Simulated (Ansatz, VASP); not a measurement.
## Hf: VASP beside Ansatz

```
CELL_PARAMETERS angstrom
-1.75308 1.75308 1.75308
1.75308 -1.75308 1.75308
1.75308 1.75308 -1.75308
ATOMIC_POSITIONS crystal
Hf 0.00000 0.00000 0.00000
```

Alike in both runs: functional PBE; dispersion D3(BJ); k mesh 8 × 8 × 8; occupations gaussian, width 0.1 eV; no spin polarisation.

Ansatz relaxed the structure, and its values are those at the end. VASP's run is a single point on that final structure, the one shown.

|  | VASP | Ansatz |
| --- | --- | --- |
| version | VASP 6.6.1 | Ansatz 0.2.0 |
| potentials or method | VASP PAW PBE potentials, release 64 (Hf_pv), cutoff 500 eV | scalar-relativistic, plane waves, PAW |
| valence electrons in the cell | 10 | 26 |

|  | VASP | Ansatz | Ansatz less VASP |
| --- | --- | --- | --- |
| gap on the k mesh at the Fermi level (eV) | none | none | - |
| pressure (GPa) | -0.3 | 0.0 | +0.33 |

A gap of «none» marks a metal or a gap that the smearing closes. VASP's potentials hold 10 valence electrons a cell and Ansatz's 26, so a difference there can come from the potentials and not from the codes.

Spin-orbit coupling is off throughout.
